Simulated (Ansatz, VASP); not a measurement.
**Two plane-wave programs on LiTa3O4**

```
CELL_PARAMETERS angstrom
2.98132 0.00000 0.00000
-1.49066 2.58190 0.00000
0.00000 0.00000 12.71132
ATOMIC_POSITIONS crystal
Li 0.00000 0.00000 0.75283
Ta 0.00000 0.00000 0.27240
Ta 0.33333 0.66667 0.00560
Ta 0.33333 0.66667 0.54279
O 0.00000 0.00000 0.90457
O 0.00000 0.00000 0.43002
O 0.33333 0.66667 0.68655
O 0.33333 0.66667 0.16525
```

Change from the starting cell: species swapped into the Zn3CdO4 type (P3m1, No. 156).

Alike in both runs: task relaxation of cell and atoms; functional PBE; k mesh 12 × 12 × 4; occupations gaussian, width 0.1 eV; no spin polarisation.

```csv
,VASP,Ansatz
version,VASP 6.6.1,Ansatz 0.2.0
potentials or method,"VASP PAW PBE potentials, release 64 (Li_sv, Ta_pv, O), cutoff 600 eV","scalar-relativistic, plane waves, PAW"
valence electrons in the cell,60,66
```

```csv
,VASP,Ansatz,Ansatz less VASP
"gap on the k mesh at the Fermi level, each at its own relaxed structure (eV)",none,none,-
relaxed volume (Å³/atom),12.24,12.23,-0.007
relaxed cell length with the largest relative difference (Å),12.732,12.720,-0.0123
```

A gap of «none» marks a metal or a gap that the smearing closes. VASP's potentials hold 60 valence electrons a cell and Ansatz's 66, so a difference there can come from the potentials and not from the codes.

Spin-orbit coupling is off throughout. Noted on VASP's run: the cutoff is short for stress, so the pressure is rough.
